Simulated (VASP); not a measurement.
Write the native input for VASP 6.6.1 that does the following.

```
Task                   : single point
Functional             : PBE
Potentials or basis    : VASP PAW PBE potentials, release 64 (Al, Sb, P)
Cutoff                 : 520 eV
k mesh                 : 4 × 4 × 4
Occupations            : gaussian, width 0.1 eV
Spin                   : no spin polarisation
Dipole correction      : no
Further INCAR settings : ALGO = Normal; EDIFF = 1e-06; NBANDS = 21
```

The structure of Al3Sb2P lies in POSCAR:

```
Al3Sb2P
1.0
    2.0920849758     -7.7324419967      0.0000000000
    2.0920849758      7.7324419967      0.0000000000
    0.0000000000      0.0000000000      3.8665851938
Al Sb P
3 2 1
Direct
    0.5000000000      0.5000000000      0.5000000000
    0.3157218792      0.6842781208      0.0000000000
    0.6842781208      0.3157218792      0.0000000000
    0.1444234442      0.8555765558      0.5000000000
    0.8555765558      0.1444234442      0.5000000000
    0.0000000000      0.0000000000      0.0000000000
```

One way to write it, as run:

INCAR

```
SYSTEM = Al3Sb2P
ALGO = Normal ; EDIFF = 1E-6
ENCUT = 520 ; GGA = PE
ISIF = 2 ; ISMEAR = 0
LASPH = .TRUE. ; LCHARG = .FALSE.
LREAL = .FALSE. ; LWAVE = .FALSE.
NBANDS = 21 ; NELM = 80
PREC = Accurate ; SIGMA = 0.1
```

KPOINTS

```
k-points
0
G
  4 4 4
  0 0 0
```

Potentials or basis: VASP PAW PBE potentials, release 64 (Al, Sb, P).

Run with:

```sh
$ cat potpaw_PBE.64/Al/POTCAR potpaw_PBE.64/Sb/POTCAR potpaw_PBE.64/P/POTCAR > POTCAR
$ mpirun -np 1 vasp_std > vasp.out
```

It gave:

```
Pressure               : 0.0 GPa
Largest force          : 0.011 eV/Å
Band gap on the k mesh : zero (band 12 reaches 8.82 eV, above the bottom of band 13 at 6.36 eV)
```

Caveat: the k points lie up to 0.41 Å⁻¹ apart; spin-orbit coupling is left out, which moves the levels of the heavy elements.

Wall time 48 s on 1 thread of AMD EPYC 9R14 (Zen 4) (shared host), peak memory 0.3 GiB.
